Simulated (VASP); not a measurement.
Input of a VASP 6.6.1 run:

INCAR

```
SYSTEM = AlN
ALGO = Normal
EDIFF = 1E-6
ENCUT = 600
GGA = PE
GGA_COMPAT = .False.
ISIF = 2
ISMEAR = 0
LASPH = .True.
LCHARG = .False.
LREAL = .False.
LWAVE = .False.
NBANDS = 16
NELM = 120
PREC = Accurate
SIGMA = 0.01
```

The input KPOINTS:

```
k-points
0
Gamma
  10 10 6
  0 0 0
```

POSCAR

```
AlN
1.0
    3.1297569564      0.0000000289      0.0000000000
   -1.5648785032      2.7104490175      0.0000000000
    0.0000000000      0.0000000000      5.0174032965
Al N
2 2
Direct
    0.6671048052      0.3329323772      0.5000247805
    0.3329323765      0.6671048052      1.0000247803
    0.6639230872      0.3360397293      0.8799752191
    0.3360397286      0.6639230872      0.3799752193
```

Potentials or basis: VASP PAW PBE potentials, release 64 (Al, N).

The run is started by

```bash
$ cat potpaw_PBE.64/Al/POTCAR potpaw_PBE.64/N/POTCAR > POTCAR
$ mpirun -np 1 vasp_std > vasp.out
```

(1) What does it give for the band gap on the k mesh?

(2) What does it give for the largest force?

(3) Predict the pressure.

Answers

(1) 4.07 eV.

(2) 0.228 eV/Å.

(3) -0.2 GPa.
